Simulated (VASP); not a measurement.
A run of VASP 6.6.1 is set up as follows.

Contents of INCAR:

```
PREC = Accurate ; ENCUT = 600
EDIFF = 1E-6 ; ISMEAR = 0
SIGMA = 0.1 ; LREAL = False
LASPH = True ; NELM = 80
ALGO = Normal ; ISIF = 3
LWAVE = False ; LCHARG = False
GGA = PS ; IBRION = 2
NSW = 70 ; EDIFFG = -0.005
```

File KPOINTS:

```
regular mesh
0
Gamma
  18 18 18
```

Contents of POSCAR:

```
Si2W
1.0
   -1.6145299054      1.6145299054      3.9335489408
    1.6145299054     -1.6145299054      3.9335489408
    1.6145299054      1.6145299054     -3.9335489408
Si W
2 1
Direct
    0.3345578121      0.3345578121      0.0000000000
    0.6654421879      0.6654421879      0.0000000000
    0.0000000000      0.0000000000      0.0000000000
```

Potentials or basis: VASP PAW PBE potentials, release 64 (Si, W_sv).

Run with:

```bash
$ cat potpaw_PBE.64/Si/POTCAR potpaw_PBE.64/W_sv/POTCAR > POTCAR
$ mpirun -np 1 vasp_std > vasp.out
```

Estimate the space group after relaxing (to 0.1 Å).

I4/mmm (No. 139).

Predict the relaxed cell.

a = 4.519 Å, b = 4.519 Å, c = 4.519 Å, α = 138.46°, β = 138.46°, γ = 60.20°.

Predict the band gap on the k mesh.

zero (bands 11 and 12 overlap by 1.30 eV).

Estimate the relaxed volume.

13.38 Å³/atom.

Final structure:
```cif
data_structure
_symmetry_space_group_name_H-M 'P 1'
_symmetry_Int_Tables_number 1
_cell_length_a 4.5189
_cell_length_b 4.5189
_cell_length_c 4.5189
_cell_angle_alpha 138.463
_cell_angle_beta 138.463
_cell_angle_gamma 60.195
_cell_volume 40.15
loop_
_atom_site_label
_atom_site_type_symbol
_atom_site_fract_x
_atom_site_fract_y
_atom_site_fract_z
_atom_site_occupancy
Si1 Si 0.33452 0.33452 0.00000 1
Si2 Si 0.66548 0.66548 0.00000 1
W1 W 0.00000 0.00000 0.00000 1
```

Caveat: the PAW data sets were made with another functional, which shifts forces and pressure a little; spin-orbit coupling is left out, which moves the levels of the heavy elements.
